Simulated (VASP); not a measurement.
# TiAl3 (drp) (I4/mmm) in VASP: single point with RPBE

Aim: the single point of TiAl3 (drp) with RPBE.

Program: VASP 6.6.1. These are calculated values, not measurements. Logs are shortened: lines on timing, memory, paths and dates and some standing lists are left out, and cuts for length are marked.

## Step 1: The cell of the first run

Symmetry: I4/mmm, No. 139, tetragonal system. The conventional cell has a = 3.822 Å, b = 3.822 Å, c = 8.561 Å, α = 90.00°, β = 90.00°, γ = 90.00°. Ti (site symmetry 4/mmm) has 12 Al at 2.70 to 2.87 Å within 3.6 Å. Al (site symmetry 4/mmm) has 4 Ti at 2.70 Å and 8 Al at 2.87 Å within 3.6 Å. Al (site symmetry -4m2) has 8 Al at 2.70 to 2.87 Å and 4 Ti at 2.87 Å within 3.6 Å.

## Step 2: Single point, RPBE

Contents of INCAR:

```
PREC = Accurate ; ENCUT = 520
EDIFF = 1E-6 ; ISMEAR = 0
SIGMA = 0.1 ; LREAL = False
LASPH = True ; NELM = 60
ALGO = Normal ; ISIF = 2
LWAVE = False ; LCHARG = False
GGA = RP ; NBANDS = 18
```

Contents of KPOINTS:

```
Automatic mesh
0
Gamma
  6 6 6
```

Contents of POSCAR:

```
TiAl3
1.0
   -1.9111067700      1.9111067700      4.2806687900
    1.9111067700     -1.9111067700      4.2806687900
    1.9111067700      1.9111067700     -4.2806687900
Ti Al
1 3
Direct
    0.0000000000      0.0000000000      0.0000000000
    0.5000000000      0.5000000000      0.0000000000
    0.7500000000      0.2500000000      0.5000000000
    0.2500000000      0.7500000000      0.5000000000
```

Potentials or basis: VASP PAW PBE potentials, release 64 (Ti_sv, Al).

Started as:

```bash
$ cat potpaw_PBE.64/Ti_sv/POTCAR potpaw_PBE.64/Al/POTCAR > POTCAR
$ mpirun -np 1 vasp_std > vasp.out
```

OUTCAR:

```text
PREC = Accurate
   ENCUT = 520
   EDIFF = 1E-6
   ISMEAR = 0
   LREAL = False
   LASPH = True
   NELM = 60
   ISIF = 2
   GGA = RP

 ion  position               nearest neighbor table
   1  0.000  0.000  0.000-   2 2.70   2 2.70   2 2.70   2 2.70   4 2.87   3 2.87   4 2.87   4 2.87
                             3 2.87   3 2.87   4 2.87   3 2.87
   2  0.500  0.500  0.000-   1 2.70   1 2.70   1 2.70   1 2.70   4 2.87   3 2.87   4 2.87   3 2.87
                             4 2.87   4 2.87   3 2.87   3 2.87
   3  0.750  0.250  0.500-   4 2.70   4 2.70   4 2.70   4 2.70   2 2.87   1 2.87   2 2.87   1 2.87
                             2 2.87   2 2.87   1 2.87   1 2.87
   4  0.250  0.750  0.500-   3 2.70   3 2.70   3 2.70   3 2.70   2 2.87   1 2.87   2 2.87   2 2.87
                             1 2.87   1 2.87   2 2.87   1 2.87

  LATTYP: Found a body centered tetragonal cell.
 ALAT       =     3.8222135400
 C/A-ratio  =     2.2398899199

  Lattice vectors:

 A1 = (  -1.9111067700,   1.9111067700,   4.2806687900)
 A2 = (   1.9111067700,  -1.9111067700,   4.2806687900)
 A3 = (   1.9111067700,   1.9111067700,  -4.2806687900)

Analysis of symmetry for initial positions (statically):
=====================================================================
 Subroutine PRICEL returns:
 Original cell was already a primitive cell.

 Routine SETGRP: Setting up the symmetry group for a
 body centered tetragonal supercell.

 Subroutine GETGRP returns: Found 16 space group operations
 (whereof 16 operations were pure point group operations)
 out of a pool of 16 trial point group operations.

The static configuration has the point symmetry D_4h.

Analysis of symmetry for dynamics (positions and initial velocities):
=====================================================================
 Subroutine PRICEL returns:
 Original cell was already a primitive cell.

 Routine SETGRP: Setting up the symmetry group for a
 body centered tetragonal supercell.

 Subroutine GETGRP returns: Found 16 space group operations
 (whereof 16 operations were pure point group operations)
 out of a pool of 16 trial point group operations.

The dynamic configuration has the point symmetry D_4h.

 Subroutine INISYM returns: Found 16 space group operations
 (whereof 16 operations are pure point group operations),
 and found     1 'primitive' translations

----------------------------------------------------------------------------------------

                                     Primitive cell

  volume of cell :      62.5376

[... 91 lines left out ...]
   NELM   =     60;   NELMIN=  2; NELMDL= -5     # of ELM steps
   EDIFF  = 0.1E-05   stopping-criterion for ELM
   LREAL  =      F    real-space projection
   EDIFFG = 0.1E-04   stopping-criterion for IOM
   NSW    =      0    number of steps for IOM
   IBRION =     -1    ionic relax: 0-MD 1-quasi-New 2-CG
   NFREE  =      0    steps in history (QN), initial steepest desc. (CG)
   ISIF   =      2    stress and relaxation
   ISYM   =      2    0-nonsym 1-usesym 2-fastsym
   POTIM  = 0.5000    time-step for ionic-motion
   TEBEG  =    0.0;   TEEND  =   0.0 temperature during run
   PSTRESS=    0.0 pullay stress
   NELECT =      21.0000    total number of electrons
   NUPDOWN=      -1.0000    fix difference up-down
   EMIN   =  10.00;   EMAX   =-10.00  energy-range for DOS
   EFERMI =   0.00;   METHOD = LEGACY
   ISMEAR =     0;   SIGMA  =   0.10  broadening in eV -4-tet -1-fermi 0-gaus
   EFERMI_NEDOS =   21; number of points for ismear=-14 and -15
   IALGO  =     38    algorithm
   IMIX   =      4    mixing-type and parameters
     AMIX     =   0.40;   BMIX     =  1.00
     AMIX_MAG =   1.60;   BMIX_MAG =  1.00
  volume/ion in A,a.u.               =      15.63       105.51
  Fermi-wavevector in a.u.,A,eV,Ry     =   1.137891  2.150303 17.616776  1.294796
  Thomas-Fermi vector in A             =   2.274596
   LORBIT       =      0    0 simple, 1 ext, 2 COOP (PROOUT), +10 PAW based schemes
   GGA     = RP    functional components
   LHFCALC =     F    Hartree Fock is set to
   AEXX    =    0.0000 exact exchange contribution
   IVDW    =     0    specifies the selected vdW correction
   LEPSILON=     F    determine dielectric tensor
   LRPA    =     F    only Hartree local field effects (RPA)
 non-spin polarized calculation
 Gauss-broadening in eV      SIGMA  =   0.10
  energy-cutoff  :      520.00
  volume of cell :       62.54
 maximum number of plane-waves:      1697
 NGX is ok and might be reduce to    40
   NGX = 19   NGY = 19   NGZ = 19

 number of electron      20.9999999 magnetization

 Free energy of the ion-electron system (eV)
  ---------------------------------------------------
  ext. energy  EPLUGINS =         0.00000000
  ---------------------------------------------------
  free energy    TOTEN  =       -19.49191074 eV

  energy without entropy =      -19.48529353  energy(sigma->0) =      -19.48860214

 E-fermi :   8.4780     XC(G=0): -10.7223

 val. band max:        8.4601297933   @ k =   0.3333  -0.0000   0.0000
 cond. band min:       8.5255960608   @ k =  -0.3333  -0.3333   0.1667
 fundamental gap:      0.0654662675
 Fermi energy:         8.4779990736

 k-point     1 :       0.0000    0.0000    0.0000
  band No.  band energies     occupation
      1     -48.1303      2.00000
      2     -24.3816      2.00000
      3     -24.3816      2.00000
      4     -24.2868      2.00000
      5      -1.6681      2.00000
      6       5.6138      2.00000
[... 481 lines left out ...]
      5      -0.8794      2.00000
      6       3.0118      2.00000
[... 10 lines left out ...]
     17      13.5648      0.00000
     18      13.8771      0.00000

 [... further k-points ...]
[... 5 lines left out ...]
  --------------------------------------------------------------------------------------
  -------------------------------------------------------------------------------------
  Total        1.6544570      1.6544570      1.6290288      0.0000000      0.0000000      0.0000000
  in kB       42.3862067     42.3862067     41.7347515      0.0000000      0.0000000      0.0000000
  external PRESSURE =      42.1690550 kB  Pullay stress =       0.0000000 kB

 VOLUME and BASIS-vectors are now :
 -----------------------------------------------------------------------------
  energy-cutoff  :      520.00
  volume of cell :       62.54
      direct lattice vectors                 reciprocal lattice vectors
    -1.911106770  1.911106770  4.280668790     0.000000000  0.261628501  0.116804178
     1.911106770 -1.911106770  4.280668790     0.261628501  0.000000000  0.116804178
     1.911106770  1.911106770 -4.280668790     0.261628501  0.261628501  0.000000000

 POSITION                                       TOTAL-FORCE (eV/Angst)
 -----------------------------------------------------------------------------------
      0.00000      0.00000      0.00000        -0.000000     -0.000000      0.000000
      0.00000      0.00000      4.28067        -0.000000     -0.000000      0.000000
      0.00000      1.91111      2.14033        -0.000000      0.000000     -0.000000
      1.91111      0.00000      2.14033         0.000000      0.000000     -0.000000
 -----------------------------------------------------------------------------------
    total drift:                               -0.000000     -0.000000     -0.000000

  FREE ENERGIE OF THE ION-ELECTRON SYSTEM (eV)
  ---------------------------------------------------
  free  energy   TOTEN  =       -19.4919107447 eV

  energy  without entropy=      -19.4852935313  energy(sigma->0) =      -19.48860214
```

OSZICAR:

```text
N       E                     dE             d eps       ncg     rms          rms(c)
DAV:   1     0.127276927217E+03    0.12728E+03   -0.91726E+03  1080   0.108E+03
DAV:   2    -0.125768233539E+02   -0.13985E+03   -0.13620E+03  1104   0.290E+02
DAV:   3    -0.212461634618E+02   -0.86693E+01   -0.84907E+01  1736   0.666E+01
DAV:   4    -0.214719193850E+02   -0.22576E+00   -0.22525E+00  1314   0.100E+01
DAV:   5    -0.214810944782E+02   -0.91751E-02   -0.91736E-02  1654   0.200E+00    0.112E+01
DAV:   6    -0.202255661353E+02    0.12555E+01   -0.19982E+01  1476   0.344E+01    0.695E+00
DAV:   7    -0.195681000972E+02    0.65747E+00   -0.77480E+00  1366   0.197E+01    0.319E+00
DAV:   8    -0.195493718504E+02    0.18728E-01   -0.11938E+00  1356   0.856E+00    0.187E+00
DAV:   9    -0.194921886848E+02    0.57183E-01   -0.42994E-01  1406   0.488E+00    0.284E-01
DAV:  10    -0.194943080693E+02   -0.21194E-02   -0.10128E-02  1284   0.666E-01    0.348E-01
DAV:  11    -0.194919442097E+02    0.23639E-02   -0.92777E-03  1506   0.663E-01    0.690E-02
DAV:  12    -0.194919098641E+02    0.34346E-04   -0.47376E-04  1448   0.151E-01    0.444E-02
DAV:  13    -0.194919107447E+02   -0.88057E-06   -0.75414E-06  1216   0.206E-02
   1 F= -.19491911E+02 E0= -.19488602E+02  d E =-.661721E-02
```

Run time: 18 s. Hardware: 1 thread of Intel Xeon 6975P-C (Granite Rapids), shared host; peak memory 0.24 GiB.

What came out:

- Free energy: -19.4919 eV
- Pressure: 4.2 GPa

Caveat: the k points lie up to 0.39 Å⁻¹ apart; the PAW data sets were made with another functional, which shifts forces and pressure a little.
